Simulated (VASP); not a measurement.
# AlN (F-43m) in VASP: single point with PBE0

Aim: the single point of AlN with PBE0.

Everything below comes from runs of VASP 6.6.1. Logs are shortened: lines on timing, memory, paths and dates and some standing lists are left out, and cuts for length are marked.

## Step 1: The cell of the first run

Symmetry: F-43m, No. 216, cubic system. The conventional cell has a = 4.370 Å, b = 4.370 Å, c = 4.370 Å, α = 90.00°, β = 90.00°, γ = 90.00°. Within 2.5 Å of Al (site symmetry -43m) lie 4 N at 1.89 Å. N (site symmetry -43m) has 4 Al at 1.89 Å within 2.5 Å.

## Step 2: Single point, PBE0

File POSCAR:

```
AlN
1.0
    0.0000000000      2.1848764218      2.1848764218
    2.1848764218      0.0000000000      2.1848764218
    2.1848764218      2.1848764218      0.0000000000
Al N
1 1
Direct
    0.0000000000      0.0000000000      0.0000000000
    0.2500000000      0.2500000000      0.2500000000
```

File INCAR.step1:

```
PREC = Accurate
ENCUT = 520
EDIFF = 1E-5
ISMEAR = 0
SIGMA = 0.01
LREAL = F
LASPH = T
NELM = 80
ALGO = Normal
ISIF = 2
LWAVE = T
LCHARG = F
GGA = PE
NBANDS = 11
```

File INCAR.step2:

```
PREC = Accurate
ENCUT = 520
EDIFF = 1E-6
ISMEAR = 0
SIGMA = 0.01
LREAL = F
LASPH = T
NELM = 80
ALGO = Normal
ISIF = 2
LWAVE = F
LCHARG = F
GGA = PE
LHFCALC = T
AEXX = 0.25
PRECFOCK = Normal
ISTART = 1
NBANDS = 11
```

File KPOINTS:

```
regular mesh
0
Gamma
  8 8 8
```

Potentials or basis: VASP PAW PBE potentials, release 64 (Al, N).

Launch:

```
$ cat potpaw_PBE.64/Al/POTCAR potpaw_PBE.64/N/POTCAR > POTCAR
$ cp INCAR.step1 INCAR
$ mpirun -np 1 vasp_std > vasp.out
$ cp INCAR.step2 INCAR
$ mpirun -np 1 vasp_std > vasp.out
```

OUTCAR:

```text
PREC = Accurate
   ENCUT = 520
   EDIFF = 1E-6
   ISMEAR = 0
   LREAL = F
   LASPH = T
   NELM = 80
   ISIF = 2
   GGA = PE
   LHFCALC = T
   AEXX = 0.25
   PRECFOCK = Normal
   ISTART = 1

 ion  position               nearest neighbor table
   1  0.000  0.000  0.000-   2 1.89   2 1.89   2 1.89   2 1.89
   2  0.250  0.250  0.250-   1 1.89   1 1.89   1 1.89   1 1.89

  LATTYP: Found a face centered cubic cell.
 ALAT       =     4.3697528436

  Lattice vectors:

 A1 = (   0.0000000000,   2.1848764218,   2.1848764218)
 A2 = (   2.1848764218,   0.0000000000,   2.1848764218)
 A3 = (   2.1848764218,   2.1848764218,   0.0000000000)

Analysis of symmetry for initial positions (statically):
=====================================================================
 Subroutine PRICEL returns:
 Original cell was already a primitive cell.

 Routine SETGRP: Setting up the symmetry group for a
 face centered cubic supercell.

 Subroutine GETGRP returns: Found 24 space group operations
 (whereof 24 operations were pure point group operations)
 out of a pool of 48 trial point group operations.

The static configuration has the point symmetry T_d .

Analysis of symmetry for dynamics (positions and initial velocities):
=====================================================================
 Subroutine PRICEL returns:
 Original cell was already a primitive cell.

 Routine SETGRP: Setting up the symmetry group for a
 face centered cubic supercell.

 Subroutine GETGRP returns: Found 24 space group operations
 (whereof 24 operations were pure point group operations)
 out of a pool of 48 trial point group operations.

The dynamic configuration has the point symmetry T_d .

 Subroutine INISYM returns: Found 24 space group operations
 (whereof 24 operations are pure point group operations),
 and found     1 'primitive' translations

----------------------------------------------------------------------------------------

                                     Primitive cell

  volume of cell :      20.8598

  direct lattice vectors                    reciprocal lattice vectors
     0.000000000  2.184876422  2.184876422    -0.228845895  0.228845895  0.228845895
     2.184876422  0.000000000  2.184876422     0.228845895 -0.228845895  0.228845895
     2.184876422  2.184876422  0.000000000     0.228845895  0.228845895 -0.228845895

  length of vectors
     3.089881868  3.089881868  3.089881868     0.396372717  0.396372717  0.396372717

  position of ions in fractional coordinates (direct lattice)
     0.000000000  0.000000000  0.000000000
     0.250000000  0.250000000  0.250000000

  ion indices of the primitive-cell ions
   primitive index   ion index
                 1           1
                 2           2

----------------------------------------------------------------------------------------

 KPOINTS: regular mesh

Automatic generation of k-mesh.
 Grid dimensions read from file:
 generate k-points for:    8    8    8

 Generating k-lattice:

  Cartesian coordinates                     Fractional coordinates (reciprocal lattice)
    -0.028605737  0.028605737  0.028605737     0.125000000  0.000000000  0.000000000
     0.028605737 -0.028605737  0.028605737     0.000000000  0.125000000  0.000000000
     0.028605737  0.028605737 -0.028605737     0.000000000  0.000000000  0.125000000

  Length of vectors
     0.049546590  0.049546590  0.049546590

  Shift w.r.t. Gamma in fractional coordinates (k-lattice)
     0.000000000  0.000000000  0.000000000

 Subroutine IBZKPT returns following result:
 ===========================================

 Found     29 irreducible k-points:

 Following reciprocal coordinates:
            Coordinates               Weight
  0.000000  0.000000  0.000000      1.000000
  0.125000  0.000000  0.000000      8.000000
  0.250000  0.000000  0.000000      8.000000
  0.375000  0.000000  0.000000      8.000000
  0.500000  0.000000  0.000000      4.000000
  0.125000  0.125000  0.000000      6.000000
[... 16 lines left out ...]
  0.500000  0.250000  0.125000     48.000000
 -0.375000  0.250000  0.125000     24.000000
 [... further k-points ...]
   k-points           NKPTS =     29   k-points in BZ     NKDIM =    512   number of bands    NBANDS=     11
   number of dos      NEDOS =    301   number of ions     NIONS =      2
   total plane-waves  NPLWV =  13824
   dimension x,y,z NGX =    24 NGY =   24 NGZ =   24
   dimension x,y,z NGXF=    48 NGYF=   48 NGZF=   48
   ions per type =               1   1
   NGX,Y,Z   is equivalent  to a cutoff of  12.91, 12.91, 12.91 a.u.
   NGXF,Y,Z  is equivalent  to a cutoff of  25.83, 25.83, 25.83 a.u.
 SYSTEM =  unknown system
   PREC   = accura    normal or accurate (medium, high low for compatibility)
   ISTART =      1    job   : 0-new  1-cont  2-samecut
   ICHARG =      0    charge: 1-file 2-atom 10-const
   ISPIN  =      1    spin polarized calculation?
   LNONCOLLINEAR =      F non collinear calculations
   LSORBIT =      F    spin-orbit coupling
   LASPH  =      T    aspherical Exc in radial PAW
   ENCUT  =  520.0 eV  38.22 Ry    6.18 a.u.   5.75  5.75  5.75*2*pi/ulx,y,z
   NELM   =     80;   NELMIN=  2; NELMDL=  0     # of ELM steps
   EDIFF  = 0.1E-05   stopping-criterion for ELM
   LREAL  =      F    real-space projection
   EDIFFG = 0.1E-04   stopping-criterion for IOM
   NSW    =      0    number of steps for IOM
   IBRION =     -1    ionic relax: 0-MD 1-quasi-New 2-CG
   NFREE  =      0    steps in history (QN), initial steepest desc. (CG)
   ISIF   =      2    stress and relaxation
   ISYM   =      3    0-nonsym 1-usesym 2-fastsym
   POTIM  = 0.5000    time-step for ionic-motion
   TEBEG  =    0.0;   TEEND  =   0.0 temperature during run
   PSTRESS=    0.0 pullay stress
   NELECT =       8.0000    total number of electrons
   NUPDOWN=      -1.0000    fix difference up-down
   EMIN   =  10.00;   EMAX   =-10.00  energy-range for DOS
   EFERMI =   0.00;   METHOD = LEGACY
   ISMEAR =     0;   SIGMA  =   0.01  broadening in eV -4-tet -1-fermi 0-gaus
   EFERMI_NEDOS =   21; number of points for ismear=-14 and -15
   IALGO  =     38    algorithm
   IMIX   =      1    mixing-type and parameters
     AMIX     =   0.40;   BMIX     =  1.00
     AMIX_MAG =   1.60;   BMIX_MAG =  1.00
  volume/ion in A,a.u.               =      10.43        70.38
  Fermi-wavevector in a.u.,A,eV,Ry     =   1.189418  2.247675 19.248378  1.414716
  Thomas-Fermi vector in A             =   2.325526
   LORBIT       =      0    0 simple, 1 ext, 2 COOP (PROOUT), +10 PAW based schemes
   GGA     = PE    functional components
   LHFCALC =     T    Hartree Fock is set to
   PRECFOCK=normal    Normal, Fast or Accurate (Low or Medium for compatibility)
   ENCUT4O =  -1.0   cutoff for four orbital integrals eV
   NKREDX  =     1    reduce k-point grid by
   NKREDY  =     1    reduce k-point grid by
   NKREDZ  =     1    reduce k-point grid by
   AEXX    =    0.2500 exact exchange contribution
   HFSCREEN=    0.0000 screening length (either q_TF or 0.3 A-1)
   HFSCREENC=   0.0000 screening length for correlation (either q_TF or 0.3 A-1)
   ENCUTFOCK=  -1.0 apply spherical cutoff to Coloumb kernel
   IVDW    =     0    specifies the selected vdW correction
   LEPSILON=     F    determine dielectric tensor
   LRPA    =     F    only Hartree local field effects (RPA)
 non-spin polarized calculation
 Gauss-broadening in eV      SIGMA  =   0.01
  energy-cutoff  :      520.00
  volume of cell :       20.86
 maximum number of plane-waves:       588
  NGX = 18; NGY = 18; NGZ = 18

 number of electron       8.0000000 magnetization

 Free energy of the ion-electron system (eV)
  ---------------------------------------------------
  ext. energy  EPLUGINS =         0.00000000
  ---------------------------------------------------
  free energy    TOTEN  =       -18.31709079 eV

  energy without entropy =      -18.31709079  energy(sigma->0) =      -18.31709079

 E-fermi :   4.7996     XC(G=0):  -8.6068

 val. band max:        4.6475188509   @ k =   0.0000   0.0000   0.0000
 cond. band min:       9.9396128032   @ k =   0.5000   0.5000   0.0000
 fundamental gap:      5.2920939523
 Fermi energy:         4.7996393503

 k-point     1 :       0.0000    0.0000    0.0000
  band No.  band energies     occupation
      1     -11.8583      2.00000
      2       4.6475      2.00000
      3       4.6475      2.00000
      4       4.6475      2.00000
      5      10.9196      0.00000
      6      19.6605      0.00000
      7      19.6605      0.00000
      8      19.6605      0.00000
      9      25.0269      0.00000
     10      25.0269      0.00000
     11      26.4071      0.00000

 k-point     2 :       0.1250    0.0000    0.0000
  band No.  band energies     occupation
      1     -11.6148      2.00000
      2       3.3968      2.00000
      3       4.5585      2.00000
      4       4.5585      2.00000
      5      11.9076      0.00000
      6      19.0877      0.00000
      7      19.8567      0.00000
      8      19.8567      0.00000
      9      23.3787      0.00000
     10      23.3787      0.00000
     11      25.2429      0.00000

 k-point     3 :       0.2500    0.0000    0.0000
  band No.  band energies     occupation
      1     -10.9474      2.00000
      2       1.1100      2.00000
      3       4.3589      2.00000
      4       4.3589      2.00000
      5      13.3356      0.00000
      6      18.0967      0.00000
      7      19.4310      0.00000
      8      19.4310      0.00000
      9      23.5313      0.00000
     10      23.5313      0.00000
     11      24.4203      0.00000
[... 267 lines left out ...]
 k-point    23 :       0.5000    0.2500    0.1250
  band No.  band energies     occupation
      1      -9.6877      2.00000
      2      -0.3870      2.00000
      3       2.3809      2.00000
      4       3.6237      2.00000
      5      13.9426      0.00000
      6      16.6562      0.00000
      7      18.7234      0.00000
      8      20.1014      0.00000
      9      23.3808      0.00000
     10      27.1373      0.00000
     11      29.1689      0.00000

 k-point    24 :      -0.3750    0.2500    0.1250
  band No.  band energies     occupation
      1      -9.3302      2.00000
      2      -0.9551      2.00000
      3       2.2153      2.00000
      4       3.4211      2.00000
      5      13.9951      0.00000
      6      16.2557      0.00000
      7      19.4444      0.00000
      8      19.9114      0.00000
      9      24.5452      0.00000
     10      26.1865      0.00000
     11      29.4595      0.00000

 [... further k-points ...]

------------------------ aborting loop because EDIFF is reached ----------------------------------------

  FORCE on cell =-STRESS in cart. coord.  units (eV):
  Direction    XX          YY          ZZ          XY          YZ          ZX
  --------------------------------------------------------------------------------------
  -------------------------------------------------------------------------------------
  Total       -0.1057651     -0.1057651     -0.1057651      0.0000000     -0.0000000      0.0000000
  in kB       -8.1234859     -8.1234859     -8.1234859      0.0000000     -0.0000000      0.0000000
  external PRESSURE =      -8.1234859 kB  Pullay stress =       0.0000000 kB

 VOLUME and BASIS-vectors are now :
 -----------------------------------------------------------------------------
  energy-cutoff  :      520.00
  volume of cell :       20.86
      direct lattice vectors                 reciprocal lattice vectors
     0.000000000  2.184876422  2.184876422    -0.228845895  0.228845895  0.228845895
     2.184876422  0.000000000  2.184876422     0.228845895 -0.228845895  0.228845895
     2.184876422  2.184876422  0.000000000     0.228845895  0.228845895 -0.228845895

 POSITION                                       TOTAL-FORCE (eV/Angst)
 -----------------------------------------------------------------------------------
      0.00000      0.00000      0.00000        -0.000000     -0.000000      0.000000
      1.09244      1.09244      1.09244         0.000000      0.000000     -0.000000
 -----------------------------------------------------------------------------------
    total drift:                                0.000000      0.000000      0.000000

  FREE ENERGIE OF THE ION-ELECTRON SYSTEM (eV)
  ---------------------------------------------------
  free  energy   TOTEN  =       -18.3170907872 eV

  energy  without entropy=      -18.3170907872  energy(sigma->0) =      -18.31709079
```

It took 23 min on 1 thread of Intel Xeon Platinum 8488C (Sapphire Rapids), shared host; peak memory 0.16 GiB.

Results:

```yaml
Free_energy: -18.3171 eV
Pressure: -0.8 GPa
Band_gap_on_the_k_mesh: 5.29 eV, indirect (least direct gap 6.27 eV)
```

Caveat: the PAW data sets were made with another functional, which shifts forces and pressure a little. A k mesh can miss the band edges.
